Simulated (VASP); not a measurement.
# LuH2 (Fm-3m) in VASP: further runs

The runs below take LuH2 through single point, relaxation of cell and atoms, with PBEsol.

Everything below comes from runs of VASP 6.6.1. Logs are shortened: lines on timing, memory, paths and dates and some standing lists are left out, and cuts for length are marked.

## Step 1: The cell of the first run

It takes space group Fm-3m (No. 225, cubic). The conventional cell has a = 4.959 Å, b = 4.959 Å, c = 4.959 Å, α = 90.00°, β = 90.00°, γ = 90.00°. Lu (site symmetry m-3m) has 8 H at 2.15 Å within 2.8 Å. Within 2.8 Å of H (site symmetry -43m) lie 4 Lu at 2.15 Å and 6 H at 2.48 Å.

## Step 2: Single point, PBEsol

File INCAR:

```
SYSTEM = LuH2
PREC = Accurate
ENCUT = 600
EDIFF = 1E-6
ISMEAR = -1
SIGMA = 0.15
LREAL = .FALSE.
LASPH = .TRUE.
NELM = 120
ALGO = Normal
ISIF = 2
LWAVE = .FALSE.
LCHARG = .TRUE.
GGA = PS
LELF = .TRUE.
LVHAR = .TRUE.
NBANDS = 20
GGA_COMPAT = .FALSE.
```

File KPOINTS:

```
regular mesh
0
G
  16 16 16
  0 0 0
```

File POSCAR:

```
LuH2
1.0
    0.0000000000      2.4795568083      2.4795568083
    2.4795568083      0.0000000000      2.4795568083
    2.4795568083      2.4795568083      0.0000000000
Lu H
1 2
Direct
    0.0000000000      0.0000000000      0.0000000000
    0.2500000000      0.2500000000      0.2500000000
    0.7500000000      0.7500000000      0.7500000000
```

Potentials or basis: VASP PAW PBE potentials, release 64 (Lu, H).

The run is started by

```bash
> cat potpaw_PBE.64/Lu/POTCAR potpaw_PBE.64/H/POTCAR > POTCAR
> mpirun -np 1 vasp_std > vasp.out
```

OUTCAR:

```text
SYSTEM = LuH2
   PREC = Accurate
   ENCUT = 600
   EDIFF = 1E-6
   ISMEAR = -1
   LREAL = .FALSE.
   LASPH = .TRUE.
   NELM = 120
   ISIF = 2
   GGA = PS

 ion  position               nearest neighbor table
   1  0.000  0.000  0.000-   3 2.15   3 2.15   3 2.15   2 2.15   3 2.15   2 2.15   2 2.15   2 2.15

   2  0.250  0.250  0.250-   1 2.15   1 2.15   1 2.15   1 2.15
   3  0.750  0.750  0.750-   1 2.15   1 2.15   1 2.15   1 2.15

  LATTYP: Found a face centered cubic cell.
 ALAT       =     4.9591136166

  Lattice vectors:

 A1 = (   0.0000000000,   2.4795568083,   2.4795568083)
 A2 = (   2.4795568083,   0.0000000000,   2.4795568083)
 A3 = (   2.4795568083,   2.4795568083,   0.0000000000)

Analysis of symmetry for initial positions (statically):
=====================================================================
 Subroutine PRICEL returns:
 Original cell was already a primitive cell.

 Routine SETGRP: Setting up the symmetry group for a
 face centered cubic supercell.

 Subroutine GETGRP returns: Found 48 space group operations
 (whereof 48 operations were pure point group operations)
 out of a pool of 48 trial point group operations.

The static configuration has the point symmetry O_h .

Analysis of symmetry for dynamics (positions and initial velocities):
=====================================================================
 Subroutine PRICEL returns:
 Original cell was already a primitive cell.

 Routine SETGRP: Setting up the symmetry group for a
 face centered cubic supercell.

 Subroutine GETGRP returns: Found 48 space group operations
 (whereof 48 operations were pure point group operations)
 out of a pool of 48 trial point group operations.

The dynamic configuration has the point symmetry O_h .

 Subroutine INISYM returns: Found 48 space group operations
 (whereof 48 operations are pure point group operations),
 and found     1 'primitive' translations

----------------------------------------------------------------------------------------

                                     Primitive cell

  volume of cell :      30.4896

  direct lattice vectors                    reciprocal lattice vectors
     0.000000000  2.479556808  2.479556808    -0.201648939  0.201648939  0.201648939
     2.479556808  0.000000000  2.479556808     0.201648939 -0.201648939  0.201648939
[... 83 lines left out ...]
   LSORBIT =      F    spin-orbit coupling
   LASPH  =      T    aspherical Exc in radial PAW
   ENCUT  =  600.0 eV  44.10 Ry    6.64 a.u.   7.00  7.00  7.00*2*pi/ulx,y,z
   NELM   =    120;   NELMIN=  2; NELMDL= -5     # of ELM steps
   EDIFF  = 0.1E-05   stopping-criterion for ELM
   LREAL  =      F    real-space projection
   EDIFFG = 0.1E-04   stopping-criterion for IOM
   NSW    =      0    number of steps for IOM
   IBRION =     -1    ionic relax: 0-MD 1-quasi-New 2-CG
   NFREE  =      0    steps in history (QN), initial steepest desc. (CG)
   ISIF   =      2    stress and relaxation
   ISYM   =      2    0-nonsym 1-usesym 2-fastsym
   POTIM  = 0.5000    time-step for ionic-motion
   TEBEG  =    0.0;   TEEND  =   0.0 temperature during run
   PSTRESS=    0.0 pullay stress
   NELECT =      27.0000    total number of electrons
   NUPDOWN=      -1.0000    fix difference up-down
   EMIN   =  10.00;   EMAX   =-10.00  energy-range for DOS
   EFERMI =   0.00;   METHOD = LEGACY
   ISMEAR =    -1;   SIGMA  =   0.15  broadening in eV -4-tet -1-fermi 0-gaus
   EFERMI_NEDOS =   21; number of points for ismear=-14 and -15
   IALGO  =     38    algorithm
   IMIX   =      4    mixing-type and parameters
     AMIX     =   0.40;   BMIX     =  1.00
     AMIX_MAG =   1.60;   BMIX_MAG =  1.00
  volume/ion in A,a.u.               =      10.16        68.58
  Fermi-wavevector in a.u.,A,eV,Ry     =   1.572095  2.970828 33.626549  2.471482
  Thomas-Fermi vector in A             =   2.673580
   LORBIT       =      0    0 simple, 1 ext, 2 COOP (PROOUT), +10 PAW based schemes
   GGA     = PS    functional components
   LHFCALC =     F    Hartree Fock is set to
   AEXX    =    0.0000 exact exchange contribution
   IVDW    =     0    specifies the selected vdW correction
   LEPSILON=     F    determine dielectric tensor
   LRPA    =     F    only Hartree local field effects (RPA)
 non-spin polarized calculation
  energy-cutoff  :      600.00
  volume of cell :       30.49
 maximum number of plane-waves:      1036
   NGX = 13   NGY = 13   NGZ = 13

 number of electron      26.9999997 magnetization

 Free energy of the ion-electron system (eV)
  ---------------------------------------------------
  ext. energy  EPLUGINS =         0.00000000
  ---------------------------------------------------
  free energy    TOTEN  =       -13.72258318 eV

  energy without entropy =      -13.68014725  energy(sigma->0) =      -13.70136521

 E-fermi :   2.6820     XC(G=0): -11.4092

 val. band max:        2.6436280907   @ k =  -0.1875   0.3125   0.1250
 cond. band min:       2.6840098625   @ k =  -0.4375   0.1875   0.0000
 fundamental gap:      0.0403817718
 Fermi energy:         2.6819886886

 k-point     1 :       0.0000    0.0000    0.0000
  band No.  band energies     occupation
      1     -53.3127      2.00000
      2     -23.8106      2.00000
      3     -23.8106      2.00000
      4     -23.8106      2.00000
      5      -6.7671      2.00000
      6      -2.4452      2.00000
[... 541 lines left out ...]
     19      12.0974      0.00000
     20      15.5522      0.00000

 [... further k-points ...]

------------------------ aborting loop because EDIFF is reached ----------------------------------------

  FORCE on cell =-STRESS in cart. coord.  units (eV):
  Direction    XX          YY          ZZ          XY          YZ          ZX
  --------------------------------------------------------------------------------------
  -------------------------------------------------------------------------------------
  Total        0.0966295      0.0966295      0.0966295     -0.0000000     -0.0000000      0.0000000
  in kB        5.0777103      5.0777103      5.0777103     -0.0000000     -0.0000000      0.0000000
  external PRESSURE =       5.0777103 kB  Pullay stress =       0.0000000 kB

 VOLUME and BASIS-vectors are now :
 -----------------------------------------------------------------------------
  energy-cutoff  :      600.00
  volume of cell :       30.49
      direct lattice vectors                 reciprocal lattice vectors
     0.000000000  2.479556808  2.479556808    -0.201648939  0.201648939  0.201648939
     2.479556808  0.000000000  2.479556808     0.201648939 -0.201648939  0.201648939
     2.479556808  2.479556808  0.000000000     0.201648939  0.201648939 -0.201648939

 POSITION                                       TOTAL-FORCE (eV/Angst)
 -----------------------------------------------------------------------------------
      0.00000      0.00000      0.00000         0.000000      0.000000      0.000000
      1.23978      1.23978      1.23978        -0.000000     -0.000000     -0.000000
      3.71934      3.71934      3.71934         0.000000      0.000000      0.000000
 -----------------------------------------------------------------------------------
    total drift:                               -0.000000     -0.000000     -0.000000

  FREE ENERGIE OF THE ION-ELECTRON SYSTEM (eV)
  ---------------------------------------------------
  free  energy   TOTEN  =       -13.7225831773 eV

  energy  without entropy=      -13.6801472467  energy(sigma->0) =      -13.70136521
```

OSZICAR:

```text
N       E                     dE             d eps       ncg     rms          rms(c)
DAV:   1     0.106582168601E+03    0.10658E+03   -0.11826E+04  7364   0.483E+03
DAV:   2    -0.558980368055E+01   -0.11217E+03   -0.10842E+03  6244   0.448E+02
DAV:   3    -0.141995471159E+02   -0.86097E+01   -0.85207E+01  6460   0.851E+01
DAV:   4    -0.144847510736E+02   -0.28520E+00   -0.28391E+00  8136   0.134E+01
DAV:   5    -0.144906607715E+02   -0.59097E-02   -0.59085E-02  6820   0.185E+00    0.702E+00
DAV:   6    -0.138813710114E+02    0.60929E+00   -0.90551E-01  9408   0.238E+01    0.348E+00
DAV:   7    -0.137225029898E+02    0.15887E+00   -0.29516E-01  8808   0.671E+00    0.743E-01
DAV:   8    -0.137220123515E+02    0.49064E-03   -0.55920E-02  7684   0.147E+00    0.231E-01
DAV:   9    -0.137224607511E+02   -0.44840E-03   -0.15096E-03  8864   0.786E-01    0.960E-02
DAV:  10    -0.137225807460E+02   -0.11999E-03   -0.29937E-04  9408   0.209E-01    0.275E-02
DAV:  11    -0.137225831263E+02   -0.23803E-05   -0.25136E-05  8464   0.500E-02    0.129E-02
DAV:  12    -0.137225831773E+02   -0.50976E-07   -0.33089E-06  8404   0.593E-02
   1 F= -.13722583E+02 E0= -.13701365E+02  d E =-.424359E-01
```

stdout:

```text
POSCAR found type information on POSCAR LuH
 POSCAR found :  2 types and       3 ions
 scaLAPACK will be used
 -----------------------------------------------------------------------------
|                                                                             |
|                                                                             |
|     You enforced a specific xc type in the INCAR file but a different       |
|     I HOPE YOU KNOW WHAT YOU ARE DOING!                                     |
|                                                                             |
 -----------------------------------------------------------------------------

 LDA part: xc-table for (Slater+PW92), standard interpolation
 POSCAR, INCAR and KPOINTS ok, starting setup
 FFT: planning ... GRIDC
 FFT: planning ... GRID_SOFT
 FFT: planning ... GRID
 WAVECAR not read
 entering main loop
```

It took 2 min on 1 thread of Intel Xeon 8259CL, shared host; peak memory 0.26 GiB.

Results:

```
Free energy            : -13.7226 eV
Pressure               : 0.5 GPa
Band gap on the k mesh : zero (an odd number of electrons rules out a gap without spin polarisation)
```

Caveat: the PAW data sets were made with another functional, which shifts forces and pressure a little; spin-orbit coupling is left out, which moves the levels of the heavy elements.

## Step 3: Relaxation of cell and atoms, PBEsol

File INCAR:

```
SYSTEM = LuH2
PREC     = Accurate       ! precision mode
ENCUT    = 600            ! plane-wave cutoff, eV
EDIFF    = 1E-7           ! SCF threshold, eV
ISMEAR   = -1             ! smearing method
SIGMA    = 0.15           ! smearing width, eV
LREAL    = .False.        ! projectors in reciprocal space
LASPH    = .True.         ! aspherical terms in the spheres
NELM     = 120            ! most SCF steps
ALGO     = Normal         ! electronic algorithm
ISIF     = 3              ! what is computed and relaxed
LWAVE    = .False.        ! write WAVECAR
LCHARG   = .False.        ! write CHGCAR
GGA      = PS             ! functional
IBRION   = 2              ! ionic algorithm
NSW      = 80             ! ionic steps
EDIFFG   = -0.001         ! ionic threshold
GGA_COMPAT= .False.      
NELMIN   = 4
```

File KPOINTS:

```
regular mesh
0
Gamma
  16 16 16
  0 0 0
```

File POSCAR:

```
LuH2
1.0
    0.0000000000      2.4793084035      2.4793084035
    2.4793084035      0.0000000000      2.4793084035
    2.4793084035      2.4793084035      0.0000000000
Lu H
1 2
Direct
    0.0000000000      0.0000000000      0.0000000000
    0.2500000000      0.2500000000      0.2500000000
    0.7500000000      0.7500000000      0.7500000000
```

Potentials or basis: VASP PAW PBE potentials, release 64 (Lu, H).

The run is started by

```bash
> cat potpaw_PBE.64/Lu/POTCAR potpaw_PBE.64/H/POTCAR > POTCAR
> mpirun -np 1 vasp_std > vasp.out
```

Run time: 5.3 min. Hardware: 1 thread of Intel Xeon 8259CL, shared host; peak memory 0.25 GiB.

The run converged. Its results:

* Free energy: -13.7228 eV
* Relaxed volume: 10.21 Å³/atom
* Relaxed cell: a = 3.512 Å, b = 3.512 Å, c = 3.512 Å, α = 60.00°, β = 60.00°, γ = 60.00°
* Space group after relaxing (to 0.1 Å): Fm-3m (No. 225)
* Energy gained by relaxing: 0.1 meV/atom
* Ionic steps: 4
* Pressure after relaxing: 0.0 GPa
* Band gap on the k mesh: zero (an odd number of electrons rules out a gap without spin polarisation)

Step by step:
```csv
step,energy change (eV),largest force (eV/Å),pressure (GPa),volume (Å³)
1,0.0000,0.0000,0.47,30.48
2,-0.0002,0.0000,0.07,30.61
3,-0.0002,0.0000,-0.03,30.64
4,-0.0002,0.0000,-0.01,30.63
```

Final structure:
```
Lu H
1.0
     0.00000    2.48339    2.48339
     2.48339    0.00000    2.48339
     2.48339    2.48339    0.00000
Lu H
1 2
Direct
  0.00000 0.00000 0.00000
  0.25000 0.25000 0.25000
  0.75000 0.75000 0.75000
```

Levels at points of the mesh, in eV from the Fermi level:
| k point | band 9 | band 10 | band 11 | band 12 | band 13 | band 14 | band 15 | band 16 | band 17 |
| --- | --- | --- | --- | --- | --- | --- | --- | --- | --- |
| (0.00, 0.00, 0.00) | -4.79 | -4.72 | -4.72 | -4.72 | -0.33 | 1.41 | 1.41 | 1.41 | 4.37 |
| (0.50, 0.00, 0.00) | -4.77 | -4.73 | -4.73 | -4.71 | -3.78 | 1.48 | 1.48 | 5.05 | 5.97 |
| (0.50, 0.50, 0.00) | -4.78 | -4.75 | -4.74 | -4.74 | -3.82 | -2.41 | 6.19 | 6.28 | 6.28 |

Caveat: the PAW data sets were made with another functional, which shifts forces and pressure a little; spin-orbit coupling is left out, which moves the levels of the heavy elements.
